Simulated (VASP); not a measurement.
# GaN (Pm-3m) in VASP: further runs

Runs on GaN. Level: r2SCAN. Tasks: single point.

Everything below comes from runs of VASP 6.6.1. Logs are shortened: lines on timing, memory, paths and dates and some standing lists are left out, and cuts for length are marked.

### Step 1. The cell of the first run

The structure is cubic, space group Pm-3m (No. 221). The conventional cell has a = 2.696 Å, b = 2.696 Å, c = 2.696 Å, α = 90.00°, β = 90.00°, γ = 90.00°. Ga (site symmetry m-3m) has 8 N at 2.33 Å and 6 Ga at 2.70 Å within 3.1 Å. Within 3.1 Å of N (site symmetry m-3m) lie 8 Ga at 2.33 Å and 6 N at 2.70 Å.

### Step 2. Single point, r2SCAN

File POSCAR:

```
GaN
1.0
    2.6955547957      0.0000000000      0.0000000000
    0.0000000000      2.6955547957      0.0000000000
    0.0000000000      0.0000000000      2.6955547957
Ga N
1 1
Direct
    0.0000000000      0.0000000000      0.0000000000
    0.5000000000      0.5000000000      0.5000000000
```

File INCAR.step1:

```
SYSTEM = GaN
ALGO = Normal
EDIFF = 1E-4
ENCUT = 520
GGA = PE
ISMEAR = -1
LASPH = .TRUE.
LCHARG = .FALSE.
LREAL = .FALSE.
LWAVE = .TRUE.
NBANDS = 16
NELM = 80
PREC = Accurate
SIGMA = 0.02
```

File INCAR.step2:

```
SYSTEM = GaN
ALGO = Normal
EDIFF = 1E-6
ENCUT = 520
ISIF = 2
ISMEAR = -1
ISTART = 1
LASPH = .TRUE.
LCHARG = .TRUE.
LELF = .TRUE.
LMIXTAU = .TRUE.
LREAL = .FALSE.
LVHAR = .TRUE.
LWAVE = .FALSE.
METAGGA = R2SCAN
NBANDS = 16
NELM = 80
PREC = Accurate
SIGMA = 0.02
```

File KPOINTS:

```
k-points
0
G
  6 6 6
  0 0 0
```

Potentials or basis: VASP PAW PBE potentials, release 64 (Ga_d, N).

Launch:

```
$ cat potpaw_PBE.64/Ga_d/POTCAR potpaw_PBE.64/N/POTCAR > POTCAR
$ cp INCAR.step1 INCAR
$ mpirun -np 1 vasp_std > vasp.out
$ cp INCAR.step2 INCAR
$ mpirun -np 1 vasp_std > vasp.out
```

OUTCAR:

```text
SYSTEM = GaN
   EDIFF = 1E-6
   ENCUT = 520
   ISIF = 2
   ISMEAR = -1
   ISTART = 1
   LASPH = .TRUE.
   LREAL = .FALSE.
   METAGGA = R2SCAN
   NELM = 80
   PREC = Accurate

 ion  position               nearest neighbor table
   1  0.000  0.000  0.000-   2 2.33   2 2.33   2 2.33   2 2.33   2 2.33   2 2.33   2 2.33   2 2.33

   2  0.500  0.500  0.500-   1 2.33   1 2.33   1 2.33   1 2.33   1 2.33   1 2.33   1 2.33   1 2.33

  LATTYP: Found a simple cubic cell.
 ALAT       =     2.6955547957

  Lattice vectors:

 A1 = (   2.6955547957,   0.0000000000,   0.0000000000)
 A2 = (   0.0000000000,   2.6955547957,   0.0000000000)
 A3 = (   0.0000000000,   0.0000000000,   2.6955547957)

Analysis of symmetry for initial positions (statically):
=====================================================================
 Subroutine PRICEL returns:
 Original cell was already a primitive cell.

 Routine SETGRP: Setting up the symmetry group for a
 simple cubic supercell.

 Subroutine GETGRP returns: Found 48 space group operations
 (whereof 48 operations were pure point group operations)
 out of a pool of 48 trial point group operations.

The static configuration has the point symmetry O_h .

Analysis of symmetry for dynamics (positions and initial velocities):
=====================================================================
 Subroutine PRICEL returns:
 Original cell was already a primitive cell.

 Routine SETGRP: Setting up the symmetry group for a
 simple cubic supercell.

 Subroutine GETGRP returns: Found 48 space group operations
 (whereof 48 operations were pure point group operations)
 out of a pool of 48 trial point group operations.

The dynamic configuration has the point symmetry O_h .

 Subroutine INISYM returns: Found 48 space group operations
 (whereof 48 operations are pure point group operations),
 and found     1 'primitive' translations

----------------------------------------------------------------------------------------

                                     Primitive cell

  volume of cell :      19.5859

  direct lattice vectors                    reciprocal lattice vectors
     2.695554796  0.000000000  0.000000000     0.370981143  0.000000000  0.000000000
     0.000000000  2.695554796  0.000000000     0.000000000  0.370981143  0.000000000
[... 76 lines left out ...]
   LSORBIT =      F    spin-orbit coupling
   LASPH  =      T    aspherical Exc in radial PAW
   ENCUT  =  520.0 eV  38.22 Ry    6.18 a.u.   5.01  5.01  5.01*2*pi/ulx,y,z
   NELM   =     80;   NELMIN=  2; NELMDL=  0     # of ELM steps
   EDIFF  = 0.1E-05   stopping-criterion for ELM
   LREAL  =      F    real-space projection
   EDIFFG = 0.1E-04   stopping-criterion for IOM
   NSW    =      0    number of steps for IOM
   IBRION =     -1    ionic relax: 0-MD 1-quasi-New 2-CG
   NFREE  =      0    steps in history (QN), initial steepest desc. (CG)
   ISIF   =      2    stress and relaxation
   ISYM   =      2    0-nonsym 1-usesym 2-fastsym
   POTIM  = 0.5000    time-step for ionic-motion
   TEBEG  =    0.0;   TEEND  =   0.0 temperature during run
   PSTRESS=    0.0 pullay stress
   NELECT =      18.0000    total number of electrons
   NUPDOWN=      -1.0000    fix difference up-down
   EMIN   =  10.00;   EMAX   =-10.00  energy-range for DOS
   EFERMI =   0.00;   METHOD = LEGACY
   ISMEAR =    -1;   SIGMA  =   0.02  broadening in eV -4-tet -1-fermi 0-gaus
   EFERMI_NEDOS =   21; number of points for ismear=-14 and -15
   IALGO  =     38    algorithm
   IMIX   =      4    mixing-type and parameters
     AMIX     =   0.40;   BMIX     =  1.00
     AMIX_MAG =   1.60;   BMIX_MAG =  1.00
  volume/ion in A,a.u.               =       9.79        66.09
  Fermi-wavevector in a.u.,A,eV,Ry     =   1.591662  3.007805 34.468833  2.533388
  Thomas-Fermi vector in A             =   2.690167
   LORBIT       =      0    0 simple, 1 ext, 2 COOP (PROOUT), +10 PAW based schemes
   METAGGA = R2SCAN    functional components
   LHFCALC =     F    Hartree Fock is set to
   AEXX    =    0.0000 exact exchange contribution
   IVDW    =     0    specifies the selected vdW correction
   LEPSILON=     F    determine dielectric tensor
   LRPA    =     F    only Hartree local field effects (RPA)
 non-spin polarized calculation
  energy-cutoff  :      520.00
  volume of cell :       19.59
 maximum number of plane-waves:       552
   NGX = 11   NGY = 11   NGZ = 11

 number of electron      18.0000017 magnetization

 Free energy of the ion-electron system (eV)
  ---------------------------------------------------
  ext. energy  EPLUGINS =         0.00000000
  ---------------------------------------------------
  free energy    TOTEN  =       -18.26810104 eV

  energy without entropy =      -18.26501754  energy(sigma->0) =      -18.26655929

 E-fermi :   8.3780     XC(G=0): -14.1654

 val. band max:        8.3766302447   @ k =   0.5000   0.1667   0.0000
 cond. band min:       8.3858928561   @ k =   0.3333   0.3333   0.0000
 fundamental gap:      0.0092626114
 Fermi energy:         8.3780123539

 k-point     1 :       0.0000    0.0000    0.0000
  band No.  band energies     occupation
      1     -10.2143      2.00000
      2      -7.8838      2.00000
      3      -7.8838      2.00000
      4      -7.3312      2.00000
      5      -7.3312      2.00000
      6      -7.3312      2.00000
[... 357 lines left out ...]
      3      -7.8418      2.00000
      4      -7.1745      2.00000
      5      -7.1745      2.00000
      6      -4.4793      2.00000
[... 8 lines left out ...]
     15      29.5999      0.00000
     16      29.5999      0.00000

------------------------ aborting loop because EDIFF is reached ----------------------------------------

  FORCE on cell =-STRESS in cart. coord.  units (eV):
  Direction    XX          YY          ZZ          XY          YZ          ZX
  --------------------------------------------------------------------------------------
  -------------------------------------------------------------------------------------
  Total        0.1199717      0.1199717      0.1199717      0.0000000      0.0000000      0.0000000
  in kB        9.8139721      9.8139721      9.8139721      0.0000000      0.0000000      0.0000000
  external PRESSURE =       9.8139721 kB  Pullay stress =       0.0000000 kB

 VOLUME and BASIS-vectors are now :
 -----------------------------------------------------------------------------
  energy-cutoff  :      520.00
  volume of cell :       19.59
      direct lattice vectors                 reciprocal lattice vectors
     2.695554796  0.000000000  0.000000000     0.370981143  0.000000000  0.000000000
     0.000000000  2.695554796  0.000000000     0.000000000  0.370981143  0.000000000
     0.000000000  0.000000000  2.695554796     0.000000000  0.000000000  0.370981143

 POSITION                                       TOTAL-FORCE (eV/Angst)
 -----------------------------------------------------------------------------------
      0.00000      0.00000      0.00000         0.000000      0.000000      0.000000
      1.34778      1.34778      1.34778         0.000000      0.000000      0.000000
 -----------------------------------------------------------------------------------
    total drift:                                0.000000      0.000000      0.000000

  FREE ENERGIE OF THE ION-ELECTRON SYSTEM (eV)
  ---------------------------------------------------
  free  energy   TOTEN  =       -18.2681010383 eV

  energy  without entropy=      -18.2650175433  energy(sigma->0) =      -18.26655929
```

OUTCAR.step1:

```text
SYSTEM = GaN
   EDIFF = 1E-4
   ENCUT = 520
   GGA = PE
   ISMEAR = -1
   LASPH = .TRUE.
   LREAL = .FALSE.
[... 593 lines left out ...]
      0.00000      0.00000      0.00000         0.000000      0.000000      0.000000
      1.34778      1.34778      1.34778         0.000000      0.000000      0.000000
 -----------------------------------------------------------------------------------
    total drift:                                0.000000      0.000000      0.000000

  FREE ENERGIE OF THE ION-ELECTRON SYSTEM (eV)
  ---------------------------------------------------
  free  energy   TOTEN  =        -8.8778474961 eV

  energy  without entropy=       -8.8730337360  energy(sigma->0) =       -8.87544062
```

It took 46 s on 1 thread of Intel Xeon 8259CL, shared host; peak memory 0.13 GiB.

What came out:

```
Free energy            : -18.2681 eV
Pressure               : 1.0 GPa
Band gap on the k mesh : zero (band 9 reaches 8.39 eV, above the bottom of band 10 at 6.90 eV)
```

Levels at points of the mesh, in eV from the Fermi level:
```tsv
k point	band 5	band 6	band 7	band 8	band 9	band 10	band 11	band 12	band 13	band 14
(0.00, 0.00, 0.00)	-15.71	-15.71	-1.64	-1.64	-1.64	-1.48	10.41	10.41	14.93	14.93
(0.50, 0.00, 0.00)	-15.91	-15.69	-10.05	-0.10	-0.10	4.01	5.66	11.42	11.42	14.78
(0.50, 0.50, 0.00)	-15.56	-12.94	-6.91	-6.91	-2.56	0.32	9.09	9.09	14.56	16.12
(0.50, 0.50, 0.50)	-15.55	-12.86	-3.48	-3.48	-3.48	1.51	1.51	1.51	3.68	21.22
```

Caveat: the k points lie up to 0.39 Å⁻¹ apart; the PAW data sets were made with another functional, which shifts forces and pressure a little.

### Step 3. Single point, r2SCAN

POSCAR is that of step 2.

File INCAR.step1:

```
ALGO = Normal
EDIFF = 1E-4
ENCUT = 520
GGA = PE
ISMEAR = -1
LASPH = T
LCHARG = F
LREAL = F
LWAVE = T
NBANDS = 16
NELM = 100
PREC = Accurate
SIGMA = 0.02
```

File INCAR.step2:

```
ALGO = Normal
EDIFF = 1E-6
ENCUT = 520
ISIF = 2
ISMEAR = -1
ISTART = 1
LASPH = T
LCHARG = T
LELF = T
LMIXTAU = T
LREAL = F
LVHAR = T
LWAVE = F
METAGGA = R2SCAN
NBANDS = 16
NELM = 100
PREC = Accurate
SIGMA = 0.02
```

File KPOINTS:

```
k-points
0
Gamma
  6 6 6
```

Potentials or basis: VASP PAW PBE potentials, release 64 (Ga_d, N).

Launch:

```
$ cat potpaw_PBE.64/Ga_d/POTCAR potpaw_PBE.64/N/POTCAR > POTCAR
$ cp INCAR.step1 INCAR
$ mpirun -np 1 vasp_std > vasp.out
$ cp INCAR.step2 INCAR
$ mpirun -np 1 vasp_std > vasp.out
```

OUTCAR:

```text
EDIFF = 1E-6
   ENCUT = 520
   ISIF = 2
   ISMEAR = -1
   ISTART = 1
   LASPH = T
   LREAL = F
   METAGGA = R2SCAN
   NELM = 100
   PREC = Accurate

 ion  position               nearest neighbor table
   1  0.000  0.000  0.000-   2 2.33   2 2.33   2 2.33   2 2.33   2 2.33   2 2.33   2 2.33   2 2.33

   2  0.500  0.500  0.500-   1 2.33   1 2.33   1 2.33   1 2.33   1 2.33   1 2.33   1 2.33   1 2.33

  LATTYP: Found a simple cubic cell.
 ALAT       =     2.6955547957

  Lattice vectors:

 A1 = (   2.6955547957,   0.0000000000,   0.0000000000)
 A2 = (   0.0000000000,   2.6955547957,   0.0000000000)
 A3 = (   0.0000000000,   0.0000000000,   2.6955547957)

Analysis of symmetry for initial positions (statically):
=====================================================================
 Subroutine PRICEL returns:
 Original cell was already a primitive cell.

 Routine SETGRP: Setting up the symmetry group for a
 simple cubic supercell.

 Subroutine GETGRP returns: Found 48 space group operations
 (whereof 48 operations were pure point group operations)
 out of a pool of 48 trial point group operations.

The static configuration has the point symmetry O_h .

Analysis of symmetry for dynamics (positions and initial velocities):
=====================================================================
 Subroutine PRICEL returns:
 Original cell was already a primitive cell.

 Routine SETGRP: Setting up the symmetry group for a
 simple cubic supercell.

 Subroutine GETGRP returns: Found 48 space group operations
 (whereof 48 operations were pure point group operations)
 out of a pool of 48 trial point group operations.

The dynamic configuration has the point symmetry O_h .

 Subroutine INISYM returns: Found 48 space group operations
 (whereof 48 operations are pure point group operations),
 and found     1 'primitive' translations

[... 103 lines left out ...]
   EFERMI =   0.00;   METHOD = LEGACY
   ISMEAR =    -1;   SIGMA  =   0.02  broadening in eV -4-tet -1-fermi 0-gaus
   EFERMI_NEDOS =   21; number of points for ismear=-14 and -15
   IALGO  =     38    algorithm
   IMIX   =      4    mixing-type and parameters
     AMIX     =   0.40;   BMIX     =  1.00
     AMIX_MAG =   1.60;   BMIX_MAG =  1.00
  volume/ion in A,a.u.               =       9.79        66.09
  Fermi-wavevector in a.u.,A,eV,Ry     =   1.591662  3.007805 34.468833  2.533388
  Thomas-Fermi vector in A             =   2.690167
   LORBIT       =      0    0 simple, 1 ext, 2 COOP (PROOUT), +10 PAW based schemes
   METAGGA = R2SCAN    functional components
   LHFCALC =     F    Hartree Fock is set to
   AEXX    =    0.0000 exact exchange contribution
   IVDW    =     0    specifies the selected vdW correction
   LEPSILON=     F    determine dielectric tensor
   LRPA    =     F    only Hartree local field effects (RPA)
 non-spin polarized calculation
  energy-cutoff  :      520.00
  volume of cell :       19.59
 maximum number of plane-waves:       552
   NGX = 11   NGY = 11   NGZ = 11

 number of electron      18.0000017 magnetization

 Free energy of the ion-electron system (eV)
  ---------------------------------------------------
  ext. energy  EPLUGINS =         0.00000000
  ---------------------------------------------------
  free energy    TOTEN  =       -18.26810104 eV

  energy without entropy =      -18.26501754  energy(sigma->0) =      -18.26655929

 E-fermi :   8.3780     XC(G=0): -14.1654

 val. band max:        8.3766302447   @ k =   0.5000   0.1667   0.0000
 cond. band min:       8.3858928561   @ k =   0.3333   0.3333   0.0000
 fundamental gap:      0.0092626114
 Fermi energy:         8.3780123539

 k-point     1 :       0.0000    0.0000    0.0000
  band No.  band energies     occupation
      1     -10.2143      2.00000
      2      -7.8838      2.00000
      3      -7.8838      2.00000
      4      -7.3312      2.00000
      5      -7.3312      2.00000
      6      -7.3312      2.00000
[... 357 lines left out ...]
      3      -7.8418      2.00000
      4      -7.1745      2.00000
      5      -7.1745      2.00000
      6      -4.4793      2.00000
[... 8 lines left out ...]
     15      29.5999      0.00000
     16      29.5999      0.00000

------------------------ aborting loop because EDIFF is reached ----------------------------------------

  FORCE on cell =-STRESS in cart. coord.  units (eV):
  Direction    XX          YY          ZZ          XY          YZ          ZX
  --------------------------------------------------------------------------------------
  -------------------------------------------------------------------------------------
  Total        0.1199717      0.1199717      0.1199717      0.0000000      0.0000000      0.0000000
  in kB        9.8139721      9.8139721      9.8139721      0.0000000      0.0000000      0.0000000
  external PRESSURE =       9.8139721 kB  Pullay stress =       0.0000000 kB

 VOLUME and BASIS-vectors are now :
 -----------------------------------------------------------------------------
  energy-cutoff  :      520.00
  volume of cell :       19.59
      direct lattice vectors                 reciprocal lattice vectors
     2.695554796  0.000000000  0.000000000     0.370981143  0.000000000  0.000000000
     0.000000000  2.695554796  0.000000000     0.000000000  0.370981143  0.000000000
     0.000000000  0.000000000  2.695554796     0.000000000  0.000000000  0.370981143

 POSITION                                       TOTAL-FORCE (eV/Angst)
 -----------------------------------------------------------------------------------
      0.00000      0.00000      0.00000         0.000000      0.000000      0.000000
      1.34778      1.34778      1.34778         0.000000      0.000000      0.000000
 -----------------------------------------------------------------------------------
    total drift:                                0.000000      0.000000      0.000000

  FREE ENERGIE OF THE ION-ELECTRON SYSTEM (eV)
  ---------------------------------------------------
  free  energy   TOTEN  =       -18.2681010383 eV

  energy  without entropy=      -18.2650175433  energy(sigma->0) =      -18.26655929
```

OUTCAR.step1:

```text
EDIFF = 1E-4
   ENCUT = 520
   GGA = PE
   ISMEAR = -1
   LASPH = T
   LREAL = F
[... 592 lines left out ...]
 -----------------------------------------------------------------------------------
      0.00000      0.00000      0.00000         0.000000      0.000000      0.000000
      1.34778      1.34778      1.34778         0.000000      0.000000      0.000000
 -----------------------------------------------------------------------------------
    total drift:                                0.000000      0.000000      0.000000

  FREE ENERGIE OF THE ION-ELECTRON SYSTEM (eV)
  ---------------------------------------------------
  free  energy   TOTEN  =        -8.8778474961 eV

  energy  without entropy=       -8.8730337360  energy(sigma->0) =       -8.87544062
```

Wall time 48 s (1 thread of Intel Xeon 8259CL, shared host); peak memory 0.13 GiB.

What came out:

| Item | Value |
| --- | --- |
| Free energy | -18.2681 eV |
| Pressure | 1.0 GPa |
| Band gap on the k mesh | zero (band 9 reaches 8.39 eV, above the bottom of band 10 at 6.90 eV) |

Levels at points of the mesh, in eV from the Fermi level:
```csv
k point,band 5,band 6,band 7,band 8,band 9,band 10,band 11,band 12,band 13,band 14
"(0.00, 0.00, 0.00)",-15.71,-15.71,-1.64,-1.64,-1.64,-1.48,10.41,10.41,14.93,14.93
"(0.50, 0.00, 0.00)",-15.91,-15.69,-10.05,-0.10,-0.10,4.01,5.66,11.42,11.42,14.78
"(0.50, 0.50, 0.00)",-15.56,-12.94,-6.91,-6.91,-2.56,0.32,9.09,9.09,14.56,16.12
"(0.50, 0.50, 0.50)",-15.55,-12.86,-3.48,-3.48,-3.48,1.51,1.51,1.51,3.68,21.22
```

Caveat: the k points lie up to 0.39 Å⁻¹ apart; the PAW data sets were made with another functional, which shifts forces and pressure a little.

### Step 4. Single point, r2SCAN

POSCAR is that of step 3.

File INCAR.step1:

```
  PREC = Accurate
  ENCUT = 520
  ISMEAR = -1
  SIGMA = 0.02
  LREAL = F
  LASPH = T
  NELM = 60
  NBANDS = 16
  GGA = PE
  ALGO = Normal
  EDIFF = 1E-4
  LWAVE = T
  LCHARG = F
```

File INCAR.step2:

```
  PREC = Accurate
  ENCUT = 520
  EDIFF = 1E-6
  ISMEAR = -1
  SIGMA = 0.02
  LREAL = F
  LASPH = T
  NELM = 60
  ALGO = Normal
  ISIF = 2
  LWAVE = F
  LCHARG = F
  METAGGA = R2SCAN
  LMIXTAU = T
  NBANDS = 16
  ISTART = 1
```

File KPOINTS:

```
Automatic mesh
0
Gamma
  6 6 6
  0.5 0.5 0.5
```

Launch:

```
$ cat potpaw_PBE.64/Ga_d/POTCAR potpaw_PBE.64/N/POTCAR > POTCAR
$ cp INCAR.step1 INCAR
$ mpirun -np 1 vasp_std > vasp.out
$ cp INCAR.step2 INCAR
$ mpirun -np 1 vasp_std > vasp.out
```

It took 41 s on 1 thread of Intel Xeon 8259CL, shared host; peak memory 0.12 GiB.

Results (log left out):

```
Free energy            : -18.2693 eV
Pressure               : 1.1 GPa
Band gap on the k mesh : 0.30 eV, indirect (least direct gap 1.02 eV)
```

Levels at points of the mesh, in eV from the valence-band top:
| k point | band 6 | band 7 | band 8 | band 9 | band 10 | band 11 | band 12 | band 13 |
| --- | --- | --- | --- | --- | --- | --- | --- | --- |
| (0.08, 0.08, 0.08) | -15.36 | -3.38 | -1.61 | -1.61 | 1.55 | 10.84 | 10.84 | 13.86 |

Caveat: the PAW data sets were made with another functional, which shifts forces and pressure a little.

[end of part 1 of 3]
